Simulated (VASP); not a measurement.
Here is a VASP 6.6.1 calculation.

Contents of INCAR:

```
SYSTEM = Ge
  ALGO = Fast
  EDIFF = 1E-6
  ENCUT = 520
  GGA = PE
  ISIF = 2
  ISMEAR = 0
  LASPH = .True.
  LCHARG = .False.
  LREAL = .False.
  LWAVE = .False.
  NBANDS = 36
  NELM = 100
  PREC = Accurate
  SIGMA = 0.1
```

The input KPOINTS:

```
k-points
0
Gamma
  12 12 6
  0 0 0
```

POSCAR

```
Ge
1.0
    2.5309058557     -3.2804176143      0.0000000000
    2.5309058557      3.2804176143      0.0000000000
    0.0000000000      0.0000000000      5.1412949119
Ge
4
Direct
    0.0583307778      0.9416692222      0.7499970249
    0.5583307778      0.4416692222      0.2500029751
    0.9416692222      0.0583307778      0.2500029751
    0.4416692222      0.5583307778      0.7499970249
```

Potentials or basis: VASP PAW PBE potentials, release 64 (Ge_d).

Command:

```console
$ cat potpaw_PBE.64/Ge_d/POTCAR > POTCAR
$ mpirun -np 1 vasp_std > vasp.out
```

Q: Estimate the band gap on the k mesh.

A: Zero (bands 28 and 29 overlap by 3.52 eV).

Q: Predict the pressure.

A: 0.0 GPa.
